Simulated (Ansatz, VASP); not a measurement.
**Pt: VASP beside Ansatz**

INCAR

```
  PREC = Accurate
  ENCUT = 520
  EDIFF = 1E-6
  ISMEAR = -1
  SIGMA = 0.02
  LREAL = False
  LASPH = True
  NELM = 100
  ALGO = Fast
  ISIF = 2
  LWAVE = False
  LCHARG = True
  GGA = PE
  LELF = True
  LVHAR = True
  NBANDS = 11
```

The input KPOINTS:

```
regular mesh
0
Gamma
  24 24 24
```

File POSCAR:

```
Pt
1.0
    0.0000000000      1.7939460944      2.3321299227
    1.7939460944      0.0000000000      2.3321299227
    1.7939460944      1.7939460944      0.0000000000
Pt
1
Direct
    0.0000000000      0.0000000000      0.0000000000
```

Input for Ansatz:

```yaml
crystal:
  lattice:
    - [0.0, 1.7939460944, 2.3321299227]
    - [1.7939460944, 0.0, 2.3321299227]
    - [1.7939460944, 1.7939460944, 0.0]
  atoms:
    - { symbol: Pt, position: [0.0, 0.0, 0.0] }
basis:
  ecutwfc: 420
kpoints:
  mp_grid: { grid: [24, 24, 24] }
hamiltonian:
  xc: pbe
scf:
  occupations: { method: fermi_dirac, width: 0.02 }
output:
  forces: true
  stress: true
  eigenvalues: true
```

Alike in both runs: task single point; functional PBE; k mesh 24 × 24 × 24; occupations fermi-dirac, width 0.02 eV; no spin polarisation.

|  | VASP | Ansatz |
| --- | --- | --- |
| version | VASP 6.6.1 | Ansatz 0.2.0 |
| potentials or method | VASP PAW PBE potentials, release 64 (Pt), cutoff 520 eV | scalar-relativistic, plane waves, PAW |
| valence electrons in the cell | 10 | 18 |

Ansatz gave:

- gap on the k mesh at the Fermi level (eV): none
- pressure (GPa): 23.9
- traceless stress, the component that is largest in VASP (GPa): -31.70

**Question.** What did VASP give for the same quantities?

**Answer.** gap on the k mesh at the Fermi level (eV): none; pressure (GPa): 23.3; traceless stress, the component that is largest in VASP (GPa): -31.47.

A gap of «none» marks a metal or a gap that the smearing closes. The functional is the same, so the differences come from potentials, cutoffs and numerics. VASP's potentials hold 10 valence electrons a cell and Ansatz's 18, so a difference there can come from the potentials and not from the codes.

Spin-orbit coupling is off throughout.
